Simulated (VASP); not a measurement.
A run of VASP 6.6.1 is set up as follows.

The input INCAR:

```
SYSTEM = Be2I
ALGO     = Normal         ! electronic algorithm
EDIFF    = 1E-6           ! SCF threshold, eV
ENCUT    = 600            ! plane-wave cutoff, eV
GGA      = PE             ! functional
GGA_COMPAT= .False.      
ISIF     = 2              ! what is computed and relaxed
ISMEAR   = 0              ! smearing method
LASPH    = .True.         ! aspherical terms in the spheres
LCHARG   = .False.        ! write CHGCAR
LREAL    = .False.        ! projectors in reciprocal space
LWAVE    = .False.        ! write WAVECAR
NBANDS   = 12             ! bands
NELM     = 120            ! most SCF steps
PREC     = Accurate       ! precision mode
SIGMA    = 0.1            ! smearing width, eV
```

KPOINTS

```
k-points
0
Gamma
  4 4 4
  0 0 0
```

POSCAR

```
Be2I
1.0
    3.4296551454      0.0000000000      0.0000000000
    0.0000000000      3.4296551454      0.0000000000
    0.0000000000      0.0000000000      4.8754667198
Be I
2 1
Direct
    0.5000000000      0.0000000000      0.5814537194
    0.0000000000      0.5000000000      0.4185462806
    0.0000000000      0.0000000000      0.0000000000
```

Potentials or basis: VASP PAW PBE potentials, release 64 (Be, I).

Command:

```bash
$ cat potpaw_PBE.64/Be/POTCAR potpaw_PBE.64/I/POTCAR > POTCAR
$ mpirun -np 1 vasp_std > vasp.out
```

Question: What does it give for the pressure?

Answer: 0.0 GPa.

Question: What does it give for the band gap on the k mesh?

Answer: Zero (an odd number of electrons rules out a gap without spin polarisation).

Question: Estimate the largest force.

Answer: 0.024 eV/Å.

Stress tensor (GPa, compression positive):
```
-0.07  0.00  0.00
 0.00 -0.07  0.00
 0.00  0.00  0.23
```

Caveat: the k points lie up to 0.46 Å⁻¹ apart, too coarse for converged energies and pressures of a metal; the cell differs from its parent crystal (atoms taken out); spin-orbit coupling is left out, which moves the levels of the heavy elements; an odd number of electrons without spin polarisation forces a metal; a magnetic or distorted state may lie lower.
